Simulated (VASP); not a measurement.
# YTl (P4/mmm) in VASP: further runs, part 2 of 2

VASP 6.6.1. The steps go on from the part before.

### 3 Electric field gradients, LDA (equal xx and yy strain of -1 %)

Contents of INCAR:

```
SYSTEM = YTl
PREC = Accurate ; ENCUT = 520
EDIFF = 1E-8 ; ISMEAR = -1
SIGMA = 0.08 ; LREAL = .False.
LASPH = .True. ; NELM = 60
ALGO = Normal ; ISIF = 2
LWAVE = .False. ; LCHARG = .False.
GGA = CA ; LEFG = .True.
NBANDS = 19
```

Contents of KPOINTS:

```
Automatic mesh
0
Gamma
  11 11 11
  0 0 0
```

Contents of POSCAR:

```
YTl
1.0
    3.7134900000      0.0000000000      0.0000000000
    0.0000000000      3.7134900000      0.0000000000
    0.0000000000      0.0000000000      3.7510000000
Y Tl
1 1
Direct
    0.5000000000      0.5000000000      0.5000000000
    0.0000000000      0.0000000000      0.0000000000
```

Potentials or basis: VASP PAW LDA potentials, release 64 (Y_sv, Tl_d).

Started as:

```bash
> cat potpaw_LDA.64/Y_sv/POTCAR potpaw_LDA.64/Tl_d/POTCAR > POTCAR
> mpirun -np 1 vasp_std > vasp.out
```

OUTCAR:

```text
SYSTEM = YTl
   PREC = Accurate
   ENCUT = 520
   EDIFF = 1E-8
   ISMEAR = -1
   LREAL = .False.
   LASPH = .True.
   NELM = 60
   ISIF = 2
   GGA = CA

 ion  position               nearest neighbor table
   1  0.500  0.500  0.500-   2 3.23   2 3.23   2 3.23   2 3.23   2 3.23   2 3.23   2 3.23   2 3.23

   2  0.000  0.000  0.000-   1 3.23   1 3.23   1 3.23   1 3.23   1 3.23   1 3.23   1 3.23   1 3.23

  LATTYP: Found a simple tetragonal cell.
 ALAT       =     3.7134900000
 C/A-ratio  =     1.0101010101

  Lattice vectors:

 A1 = (   3.7134900000,   0.0000000000,   0.0000000000)
 A2 = (   0.0000000000,   3.7134900000,   0.0000000000)
 A3 = (   0.0000000000,   0.0000000000,   3.7510000000)

Analysis of symmetry for initial positions (statically):
=====================================================================
 Subroutine PRICEL returns:
 Original cell was already a primitive cell.

 Routine SETGRP: Setting up the symmetry group for a
 simple tetragonal supercell.

 Subroutine GETGRP returns: Found 16 space group operations
 (whereof 16 operations were pure point group operations)
 out of a pool of 16 trial point group operations.

The static configuration has the point symmetry D_4h.

Analysis of symmetry for dynamics (positions and initial velocities):
=====================================================================
 Subroutine PRICEL returns:
 Original cell was already a primitive cell.

 Routine SETGRP: Setting up the symmetry group for a
 simple tetragonal supercell.

 Subroutine GETGRP returns: Found 16 space group operations
 (whereof 16 operations were pure point group operations)
 out of a pool of 16 trial point group operations.

The dynamic configuration has the point symmetry D_4h.

 Subroutine INISYM returns: Found 16 space group operations
 (whereof 16 operations are pure point group operations),
 and found     1 'primitive' translations

----------------------------------------------------------------------------------------

                                     Primitive cell

  volume of cell :      51.7263

  direct lattice vectors                    reciprocal lattice vectors
     3.713490000  0.000000000  0.000000000     0.269288459  0.000000000  0.000000000
     0.000000000  3.713490000  0.000000000     0.000000000  0.269288459  0.000000000
     0.000000000  0.000000000  3.751000000     0.000000000  0.000000000  0.266595575

  length of vectors
     3.713490000  3.713490000  3.751000000     0.269288459  0.269288459  0.266595575

  position of ions in fractional coordinates (direct lattice)
     0.500000000  0.500000000  0.500000000
     0.000000000  0.000000000  0.000000000

  ion indices of the primitive-cell ions
   primitive index   ion index
                 1           1
                 2           2

----------------------------------------------------------------------------------------

 KPOINTS: Automatic mesh

Automatic generation of k-mesh.
 Grid dimensions read from file:
 generate k-points for:   11   11   11
[... 70 lines left out ...]
   ISIF   =      2    stress and relaxation
   ISYM   =      2    0-nonsym 1-usesym 2-fastsym
   POTIM  = 0.5000    time-step for ionic-motion
   TEBEG  =    0.0;   TEEND  =   0.0 temperature during run
   PSTRESS=    0.0 pullay stress
   NELECT =      24.0000    total number of electrons
   NUPDOWN=      -1.0000    fix difference up-down
   EMIN   =  10.00;   EMAX   =-10.00  energy-range for DOS
   EFERMI =   0.00;   METHOD = LEGACY
   ISMEAR =    -1;   SIGMA  =   0.08  broadening in eV -4-tet -1-fermi 0-gaus
   EFERMI_NEDOS =   21; number of points for ismear=-14 and -15
   IALGO  =     38    algorithm
   IMIX   =      4    mixing-type and parameters
     AMIX     =   0.40;   BMIX     =  1.00
     AMIX_MAG =   1.60;   BMIX_MAG =  1.00
  volume/ion in A,a.u.               =      25.86       174.53
  Fermi-wavevector in a.u.,A,eV,Ry     =   1.267384  2.395008 21.854507  1.606261
  Thomas-Fermi vector in A             =   2.400534
   LORBIT       =      0    0 simple, 1 ext, 2 COOP (PROOUT), +10 PAW based schemes
   GGA     = CA    functional components
   LHFCALC =     F    Hartree Fock is set to
   AEXX    =    0.0000 exact exchange contribution
   IVDW    =     0    specifies the selected vdW correction
   LEPSILON=     F    determine dielectric tensor
   LRPA    =     F    only Hartree local field effects (RPA)
 non-spin polarized calculation
  energy-cutoff  :      520.00
  volume of cell :       51.73
 maximum number of plane-waves:      1410
 NGX is ok and might be reduce to    28
   NGX = 13   NGY = 13   NGZ = 13

 number of electron      24.0000010 magnetization

 Free energy of the ion-electron system (eV)
  ---------------------------------------------------
  ext. energy  EPLUGINS =         0.00000000
  ---------------------------------------------------
  free energy    TOTEN  =       -10.90675485 eV

  energy without entropy =      -10.88005020  energy(sigma->0) =      -10.89340253

 E-fermi :   6.0901     XC(G=0): -10.8324

 val. band max:        6.0894908369   @ k =   0.4545   0.1818   0.0000
 cond. band min:       6.1138175750   @ k =   0.0909   0.0000   0.4545
 fundamental gap:      0.0243267381
 Fermi energy:         6.0900746008

 k-point     1 :       0.0000    0.0000    0.0000
  band No.  band energies     occupation
      1     -36.6607      2.00000
      2     -16.7122      2.00000
      3     -16.6981      2.00000
      4     -16.6981      2.00000
      5      -5.6852      2.00000
      6      -5.6760      2.00000
[... 505 lines left out ...]
      6      -5.5817      2.00000
[... 11 lines left out ...]
     18      11.7105      0.00000
     19      14.3428      0.00000

 [... further k-points ...]

------------------------ aborting loop because EDIFF is reached ----------------------------------------

  FORCE on cell =-STRESS in cart. coord.  units (eV):
  Direction    XX          YY          ZZ          XY          YZ          ZX
  --------------------------------------------------------------------------------------
  -------------------------------------------------------------------------------------
  Total       -0.5456833     -0.5456833     -0.5918295      0.0000000      0.0000000      0.0000000
  in kB      -16.9020605    -16.9020605    -18.3313981      0.0000000      0.0000000      0.0000000
  external PRESSURE =     -17.3785063 kB  Pullay stress =       0.0000000 kB

 VOLUME and BASIS-vectors are now :
 -----------------------------------------------------------------------------
  energy-cutoff  :      520.00
  volume of cell :       51.73
      direct lattice vectors                 reciprocal lattice vectors
     3.713490000  0.000000000  0.000000000     0.269288459  0.000000000  0.000000000
     0.000000000  3.713490000  0.000000000     0.000000000  0.269288459  0.000000000
     0.000000000  0.000000000  3.751000000     0.000000000  0.000000000  0.266595575

 POSITION                                       TOTAL-FORCE (eV/Angst)
 -----------------------------------------------------------------------------------
      1.85675      1.85675      1.87550         0.000000      0.000000      0.000000
      0.00000      0.00000      0.00000         0.000000      0.000000      0.000000
 -----------------------------------------------------------------------------------
    total drift:                               -0.000000      0.000000      0.000000

  FREE ENERGIE OF THE ION-ELECTRON SYSTEM (eV)
  ---------------------------------------------------
  free  energy   TOTEN  =       -10.9067548542 eV

  energy  without entropy=      -10.8800501963  energy(sigma->0) =      -10.89340253

 Electric field gradients (V/A^2)
---------------------------------------------------------------------
 ion       V_xx      V_yy      V_zz      V_xy      V_xz      V_yz
---------------------------------------------------------------------
   1      -0.317    -0.317     0.634    -0.000    -0.000    -0.000
   2       4.513     4.513    -9.027    -0.000    -0.000    -0.000
---------------------------------------------------------------------

 Electric field gradients after diagonalization (V/A^2)
 (convention: |V_zz| > |V_xx| > |V_yy|)
----------------------------------------------------------------------
 ion       V_xx      V_yy      V_zz     asymmetry (V_yy - V_xx)/ V_zz
----------------------------------------------------------------------
   1      -0.317    -0.317     0.634       0.000
   2       4.513     4.513    -9.027       0.000
----------------------------------------------------------------------

           NMR quadrupolar parameters

 Cq : quadrupolar parameter    Cq=e*Q*V_zz/h
 eta: asymmetry parameters     (V_yy - V_xx)/ V_zz
 Q  : nuclear electric quadrupole moment in mb (millibarn)
----------------------------------------------------------------------
 ion       Cq(MHz)       eta       Q (mb)
----------------------------------------------------------------------
   1       0.002       0.000       1.000
   2      -0.022       0.000       1.000
----------------------------------------------------------------------
```

OSZICAR:

```text
N       E                     dE             d eps       ncg     rms          rms(c)
DAV:   1     0.109622867498E+03    0.10962E+03   -0.12715E+04  4900   0.121E+03
DAV:   2    -0.607695707452E+01   -0.11570E+03   -0.11372E+03  5379   0.282E+02
DAV:   3    -0.113126101694E+02   -0.52357E+01   -0.51787E+01  8009   0.405E+01
DAV:   4    -0.114284217987E+02   -0.11581E+00   -0.11545E+00  5598   0.499E+00
DAV:   5    -0.114303292552E+02   -0.19075E-02   -0.19071E-02  5785   0.547E-01    0.262E+01
DAV:   6    -0.109934623515E+02    0.43687E+00   -0.50069E-01  5204   0.429E+00    0.168E+01
DAV:   7    -0.109236809679E+02    0.69781E-01   -0.59323E-01  6050   0.452E+00    0.228E+00
DAV:   8    -0.109071272887E+02    0.16554E-01   -0.10609E-01  5215   0.201E+00    0.564E-01
DAV:   9    -0.109067520648E+02    0.37522E-03   -0.39981E-03  5332   0.362E-01    0.939E-02
DAV:  10    -0.109067586518E+02   -0.65869E-05   -0.16023E-04  5530   0.953E-02    0.981E-02
DAV:  11    -0.109067550019E+02    0.36499E-05   -0.22069E-05  5746   0.308E-02    0.264E-02
DAV:  12    -0.109067548493E+02    0.15259E-06   -0.17365E-06  5331   0.886E-03    0.517E-03
DAV:  13    -0.109067548510E+02   -0.17017E-08   -0.10811E-07  6371   0.169E-03    0.133E-03
DAV:  14    -0.109067548542E+02   -0.32032E-08   -0.84179E-09  3986   0.657E-04
   1 F= -.10906755E+02 E0= -.10893403E+02  d E =-.267047E-01
```

Wall time 1.8 min (1 thread of Intel Xeon 8259CL, shared host); peak memory 0.26 GiB.

What came out:

* Free energy: -10.9068 eV
* Pressure: -1.7 GPa
* Band gap on the k mesh: zero (bands 12 and 13 overlap by 2.21 eV)
* Largest electric field gradient by atom: Y +0.6; Tl -9.0 V/Å²

Levels at points of the mesh, in eV from the Fermi level:
| k point | band 9 | band 10 | band 11 | band 12 | band 13 | band 14 | band 15 | band 16 |
| --- | --- | --- | --- | --- | --- | --- | --- | --- |
| (0.00, 0.00, 0.00) | -11.51 | -9.15 | -0.15 | -0.15 | 3.01 | 3.20 | 3.20 | 3.54 |

Electric field gradients, principal values (V/Å²):
| atom | least | middle | greatest (by size) |
| --- | --- | --- | --- |
| 1 Y | -0.317 | -0.317 | 0.634 |
| 2 Tl | 4.513 | 4.513 | -9.027 |

Caveat: the cell differs from its parent crystal (equal xx and yy strain of -1 %); without QUAD_EFG the Cq values of the log hold for a quadrupole moment of 1 mb, not for the nuclei; spin-orbit coupling is left out, which moves the levels of the heavy elements.

The gap in the log of VASP goes by the Fermi energy; the results here count the filled bands.